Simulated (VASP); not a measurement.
# GaW8C8 in VASP: single point with LDA

Aim: the single point of GaW8C8 with LDA.

Program: VASP 6.6.1. These are calculated values, not measurements. Logs are shortened: lines on timing, memory, paths and dates and some standing lists are left out, and cuts for length are marked.

## Step 1: The cell of the first run

The cell holds a slab with vacuum, 17 atoms: a = 5.705 Å, b = 5.705 Å, c = 16.200 Å, α = 90.00°, β = 90.00°, γ = 120.00°.

## Step 2: Single point, LDA

File INCAR:

```
SYSTEM = GaW8C8
  PREC = Accurate
  ENCUT = 520
  EDIFF = 1E-6
  ISMEAR = 0
  SIGMA = 0.1
  LREAL = Auto
  LASPH = .TRUE.
  NELM = 100
  ALGO = Normal
  ISIF = 2
  LWAVE = .FALSE.
  LCHARG = .FALSE.
  GGA = CA
  NBANDS = 92
```

File KPOINTS:

```
Automatic mesh
0
G
  3 3 1
  0 0 0
```

File POSCAR:

```
GaW8C8
1.0
    5.7050200000      0.0000000000      0.0000000000
   -2.8525100000      4.9406920000      0.0000000000
    0.0000000000      0.0000000000     16.2002550000
W C Ga
8 8 1
Direct
    0.0000000000      0.0000000000      0.0617274000
   -0.0010878957     -0.0006007134      0.2390487709
    0.0000000000      0.5000000000      0.0617274000
   -0.0001932104      0.4996798620      0.2290202225
    0.5000000000      0.0000000000      0.0617274000
    0.5004540371     -0.0005891412      0.2390520854
    0.5000000000      0.5000000000      0.0617274000
    0.5002289307      0.5004554315      0.2391455708
    0.3334052053      0.1667621910      0.1425785242
    0.3324517815      0.1651741708      0.3067120354
    0.3359673231      0.6679227688      0.1425648072
    0.3217942129      0.6606506198      0.3109189936
    0.8320289334      0.1641023756      0.1424986855
    0.8384681567      0.1770202544      0.3110085525
    0.8319334685      0.6678916632      0.1425592714
    0.8387549770      0.6606806456      0.3109281784
    0.9991561642      0.4985239067      0.3909567183
```

Potentials or basis: VASP PAW LDA potentials, release 64 (W_sv, C, Ga_d).

Launch:

```sh
$ cat potpaw_LDA.64/W_sv/POTCAR potpaw_LDA.64/C/POTCAR potpaw_LDA.64/Ga_d/POTCAR > POTCAR
$ mpirun -np 1 vasp_std > vasp.out
```

OUTCAR:

```text
SYSTEM = GaW8C8
   PREC = Accurate
   ENCUT = 520
   EDIFF = 1E-6
   ISMEAR = 0
   LREAL = Auto
   LASPH = .TRUE.
   NELM = 100
   ISIF = 2
   GGA = CA

 ion  position               nearest neighbor table
   1  0.000  0.000  0.062-  13 2.10  15 2.10   9 2.10   7 2.85   3 2.85   3 2.85   7 2.85   5 2.85
                             5 2.85   2 2.87
   2  0.999  0.999  0.239-  10 1.98  14 2.04  16 2.04  15 2.26  13 2.27   9 2.27   6 2.84   8 2.85
                             4 2.86   4 2.86   8 2.86   6 2.86   1 2.87
   3  0.000  0.500  0.062-  13 2.11  15 2.11  11 2.11   4 2.71   5 2.85   1 2.85   1 2.85   5 2.85
                             7 2.85   7 2.85
   4  1.000  0.500  0.229-  12 2.07  16 2.07  14 2.07  13 2.17  15 2.17  11 2.17  17 2.62   3 2.71
                             6 2.86   2 2.86   8 2.86   8 2.86   2 2.86   6 2.86
   5  0.500  0.000  0.062-  13 2.10  11 2.10   9 2.10   7 2.85   3 2.85   7 2.85   3 2.85   1 2.85
                             1 2.85   6 2.87
   6  0.500  0.999  0.239-  10 1.98  14 2.04  12 2.04  11 2.26  13 2.27   9 2.27   2 2.84   8 2.85
                             4 2.86   4 2.86   8 2.86   2 2.86   5 2.87
   7  0.500  0.500  0.062-  15 2.10  11 2.10   9 2.10   5 2.85   1 2.85   5 2.85   1 2.85   3 2.85
                             3 2.85   8 2.87
   8  0.500  0.500  0.239-  10 1.99  16 2.04  12 2.04  15 2.27  11 2.27   9 2.27   2 2.85   6 2.85
                             4 2.86   4 2.86   6 2.86   2 2.86   7 2.87
   9  0.333  0.167  0.143-   7 2.10   5 2.10   1 2.10   8 2.27   6 2.27   2 2.27
  10  0.332  0.165  0.307-   2 1.98   6 1.98   8 1.99
  11  0.336  0.668  0.143-   7 2.10   5 2.10   3 2.11   4 2.17   6 2.26   8 2.27
  12  0.322  0.661  0.311-   8 2.04   6 2.04  17 2.05   4 2.07
  13  0.832  0.164  0.142-   5 2.10   1 2.10   3 2.11   4 2.17   6 2.27   2 2.27
  14  0.838  0.177  0.311-   6 2.04   2 2.04  17 2.05   4 2.07
  15  0.832  0.668  0.143-   7 2.10   1 2.10   3 2.11   4 2.17   2 2.26   8 2.27
  16  0.839  0.661  0.311-   8 2.04   2 2.04  17 2.05   4 2.07
  17  0.999  0.499  0.391-  14 2.05  16 2.05  12 2.05   4 2.62

  LATTYP: Found a hexagonal cell.
 ALAT       =     5.7050200000
 C/A-ratio  =     2.8396491160

  Lattice vectors:

 A1 = (   5.7050200000,   0.0000000000,   0.0000000000)
 A2 = (  -2.8525100000,   4.9406920000,   0.0000000000)
 A3 = (   0.0000000000,   0.0000000000,  16.2002550000)

Analysis of symmetry for initial positions (statically):
=====================================================================
 Subroutine PRICEL returns:
 Original cell was already a primitive cell.

 Routine SETGRP: Setting up the symmetry group for a
 hexagonal supercell.

 Subroutine GETGRP returns: Found  1 space group operations
 (whereof  1 operations were pure point group operations)
 out of a pool of 24 trial point group operations.

The static configuration has the point symmetry C_1 .

Analysis of symmetry for dynamics (positions and initial velocities):
=====================================================================
 Subroutine PRICEL returns:
 Original cell was already a primitive cell.

 Routine SETGRP: Setting up the symmetry group for a
 hexagonal supercell.

 Subroutine GETGRP returns: Found  1 space group operations
 (whereof  1 operations were pure point group operations)
 out of a pool of 24 trial point group operations.

The dynamic configuration has the point symmetry C_1 .

 Subroutine INISYM returns: Found  1 space group operations
 (whereof  1 operations are pure point group operations),
 and found     1 'primitive' translations

----------------------------------------------------------------------------------------

                                     Primitive cell

  volume of cell :     456.6325

  direct lattice vectors                    reciprocal lattice vectors
     5.705020000  0.000000000  0.000000000     0.175284223  0.101200399  0.000000000
    -2.852510000  4.940692000  0.000000000     0.000000000  0.202400797  0.000000000
     0.000000000  0.000000000 16.200255000     0.000000000  0.000000000  0.061727423

  length of vectors
     5.705020000  5.705019784 16.200255000     0.202400790  0.202400797  0.061727423

  position of ions in fractional coordinates (direct lattice)
     0.000000000  0.000000000  0.061727400
     0.998912104  0.999399287  0.239048771
     1.000000000  0.500000000  0.061727400
     0.999806790  0.499679862  0.229020222
     0.500000000  0.000000000  0.061727400
     0.500454037  0.999410859  0.239052085
[... 9 lines left out ...]
     0.838754977  0.660680646  0.310928178
     0.999156164  0.498523907  0.390956718

  ion indices of the primitive-cell ions
   primitive index   ion index
                 1           1
                 2           2
                 3           3
                 4           4
                 5           5
                 6           6
[... 9 lines left out ...]
                16          16
                17          17

----------------------------------------------------------------------------------------

 KPOINTS: Automatic mesh

Automatic generation of k-mesh.
 Grid dimensions read from file:
 generate k-points for:    3    3    1

 Generating k-lattice:

  Cartesian coordinates                     Fractional coordinates (reciprocal lattice)
     0.058428074  0.033733466  0.000000000     0.333333333  0.000000000  0.000000000
     0.000000000  0.067466932  0.000000000     0.000000000  0.333333333  0.000000000
     0.000000000  0.000000000  0.061727423     0.000000000  0.000000000  1.000000000

  Length of vectors
     0.067466930  0.067466932  0.061727423

  Shift w.r.t. Gamma in fractional coordinates (k-lattice)
     0.000000000  0.000000000  0.000000000

 Subroutine IBZKPT returns following result:
 ===========================================

 Found      5 irreducible k-points:

 Following reciprocal coordinates:
            Coordinates               Weight
  0.000000  0.000000  0.000000      1.000000
  0.333333  0.000000  0.000000      2.000000
  0.000000  0.333333  0.000000      2.000000
 -0.333333  0.333333  0.000000      2.000000
  0.333333  0.333333  0.000000      2.000000
   k-points           NKPTS =      5   k-points in BZ     NKDIM =      5   number of bands    NBANDS=     92
   number of dos      NEDOS =    301   number of ions     NIONS =     17
   total plane-waves  NPLWV = 211680
   dimension x,y,z NGX =    42 NGY =   42 NGZ =  120
   dimension x,y,z NGXF=    84 NGYF=   84 NGZF=  240
   ions per type =               8   8   1
   NGX,Y,Z   is equivalent  to a cutoff of  12.24, 12.24, 12.31 a.u.
   NGXF,Y,Z  is equivalent  to a cutoff of  24.48, 24.48, 24.63 a.u.
 SYSTEM =  GaW8C8
   PREC   = accura    normal or accurate (medium, high low for compatibility)
   ISTART =      0    job   : 0-new  1-cont  2-samecut
   ICHARG =      2    charge: 1-file 2-atom 10-const
   ISPIN  =      1    spin polarized calculation?
   LNONCOLLINEAR =      F non collinear calculations
   LSORBIT =      F    spin-orbit coupling
   LASPH  =      T    aspherical Exc in radial PAW
   ENCUT  =  520.0 eV  38.22 Ry    6.18 a.u.  10.61 10.61 30.12*2*pi/ulx,y,z
   NELM   =    100;   NELMIN=  2; NELMDL= -5     # of ELM steps
   EDIFF  = 0.1E-05   stopping-criterion for ELM
   LREAL  =      T    real-space projection
   EDIFFG = 0.1E-04   stopping-criterion for IOM
   NSW    =      0    number of steps for IOM
   IBRION =     -1    ionic relax: 0-MD 1-quasi-New 2-CG
   NFREE  =      0    steps in history (QN), initial steepest desc. (CG)
   ISIF   =      2    stress and relaxation
   ISYM   =      2    0-nonsym 1-usesym 2-fastsym
   POTIM  = 0.5000    time-step for ionic-motion
   TEBEG  =    0.0;   TEEND  =   0.0 temperature during run
   PSTRESS=    0.0 pullay stress
   NELECT =     157.0000    total number of electrons
   NUPDOWN=      -1.0000    fix difference up-down
   EMIN   =  10.00;   EMAX   =-10.00  energy-range for DOS
   EFERMI =   0.00;   METHOD = LEGACY
   ISMEAR =     0;   SIGMA  =   0.10  broadening in eV -4-tet -1-fermi 0-gaus
   EFERMI_NEDOS =   21; number of points for ismear=-14 and -15
   IALGO  =     38    algorithm
   IMIX   =      4    mixing-type and parameters
     AMIX     =   0.40;   BMIX     =  1.00
     AMIX_MAG =   1.60;   BMIX_MAG =  1.00
  volume/ion in A,a.u.               =      26.86       181.27
  Fermi-wavevector in a.u.,A,eV,Ry     =   1.146883  2.167295 17.896295  1.315341
  Thomas-Fermi vector in A             =   2.283565
   LORBIT       =      0    0 simple, 1 ext, 2 COOP (PROOUT), +10 PAW based schemes
   GGA     = CA    functional components
   LHFCALC =     F    Hartree Fock is set to
   AEXX    =    0.0000 exact exchange contribution
   IVDW    =     0    specifies the selected vdW correction
   LEPSILON=     F    determine dielectric tensor
   LRPA    =     F    only Hartree local field effects (RPA)
 non-spin polarized calculation
 Gauss-broadening in eV      SIGMA  =   0.10
  energy-cutoff  :      520.00
  volume of cell :      456.63
 maximum number of plane-waves:     12349
 NGX is ok and might be reduce to    42
   NGX = 21   NGY = 21   NGZ = 61

 number of electron     157.0000016 magnetization

 Free energy of the ion-electron system (eV)
  ---------------------------------------------------
  ext. energy  EPLUGINS =         0.00000000
  ---------------------------------------------------
  free energy    TOTEN  =      -183.06894093 eV

  energy without entropy =     -183.00285317  energy(sigma->0) =     -183.03589705

 E-fermi :   0.9411     XC(G=0):  -6.7801

 val. band max:        0.8977853891   @ k =   0.3333   0.0000   0.0000
 cond. band min:       0.9705504765   @ k =   0.3333   0.0000   0.0000
 fundamental gap:      0.0727650875
 Fermi energy:         0.9410710825

 k-point     1 :       0.0000    0.0000    0.0000
  band No.  band energies     occupation
      1     -72.4287      2.00000
      2     -72.4099      2.00000
      3     -72.3636      2.00000
      4     -72.3615      2.00000
      5     -72.3456      2.00000
      6     -72.3436      2.00000
[... 454 lines left out ...]
     89       3.4908      0.00000
     90       3.6586      0.00000
 [bands above 90 left out]

------------------------ aborting loop because EDIFF is reached ----------------------------------------

  FORCE on cell =-STRESS in cart. coord.  units (eV):
  Direction    XX          YY          ZZ          XY          YZ          ZX
  --------------------------------------------------------------------------------------
  -------------------------------------------------------------------------------------
  Total        8.7713371      8.5327035      2.2554962      0.0148464      0.0552305      0.0069689
  in kB       30.7758164     29.9385273      7.9138146      0.0520914      0.1937863      0.0244517
  external PRESSURE =      22.8760528 kB  Pullay stress =       0.0000000 kB

 VOLUME and BASIS-vectors are now :
 -----------------------------------------------------------------------------
  energy-cutoff  :      520.00
  volume of cell :      456.63
      direct lattice vectors                 reciprocal lattice vectors
     5.705020000  0.000000000  0.000000000     0.175284223  0.101200399  0.000000000
    -2.852510000  4.940692000  0.000000000     0.000000000  0.202400797  0.000000000
     0.000000000  0.000000000 16.200255000     0.000000000  0.000000000  0.061727423

 POSITION                                       TOTAL-FORCE (eV/Angst)
 -----------------------------------------------------------------------------------
      0.00000      0.00000      1.00000         0.023169      0.006399      0.155916
      2.84802      4.93772      3.87265        -0.016396     -0.012558     -0.052312
     -1.42626      2.47035      1.00000        -0.000097      0.000866     -1.021152
      4.27858      2.46876      3.71019         0.000889      0.001059     -0.036878
      2.85251      0.00000      1.00000        -0.023553      0.005448      0.153556
      0.00427      4.93778      3.87270         0.014177     -0.010393     -0.050008
[... 9 lines left out ...]
      2.90052      3.26422      5.03712        -0.006587      0.006861      0.143111
      4.27816      2.46305      6.33360         0.000275      0.003229      0.072111
 -----------------------------------------------------------------------------------
    total drift:                               -0.001301      0.001227      0.028814

  FREE ENERGIE OF THE ION-ELECTRON SYSTEM (eV)
  ---------------------------------------------------
  free  energy   TOTEN  =      -183.0689409255 eV

  energy  without entropy=     -183.0028531704  energy(sigma->0) =     -183.03589705
```

Run time: 4.8 min. Hardware: 1 thread of Intel Xeon 6975P-C (Granite Rapids), shared host; peak memory 0.44 GiB.

Results:

```yaml
Free_energy: -183.0689 eV
Largest_force: 1.021 eV/Å
Band_gap_on_the_k_mesh: zero (an odd number of electrons rules out a gap without spin polarisation)
```

Forces on the atoms (eV/Å):
```
W    0.023  0.006  0.156
W   -0.016 -0.013 -0.052
W    0.000  0.001 -1.021
W    0.001  0.001 -0.037
W   -0.024  0.005  0.154
W    0.014 -0.010 -0.050
W   -0.001 -0.025  0.151
W   -0.001  0.020 -0.052
C   -0.003 -0.003  0.029
C    0.001  0.003  0.179
C    0.009  0.005  0.016
C    0.007  0.006  0.142
C    0.002 -0.010  0.015
C    0.002 -0.003  0.139
C   -0.008  0.006  0.015
C   -0.007  0.007  0.143
Ga   0.000  0.003  0.072
```

Caveat: the k points lie up to 0.42 Å⁻¹ apart, too coarse for converged energies and pressures of a metal; there is no dipole correction, which matters where the two faces differ; spin-orbit coupling is left out, which moves the levels of the heavy elements.

The gap in the log of VASP goes by the Fermi energy; the results here count the filled bands.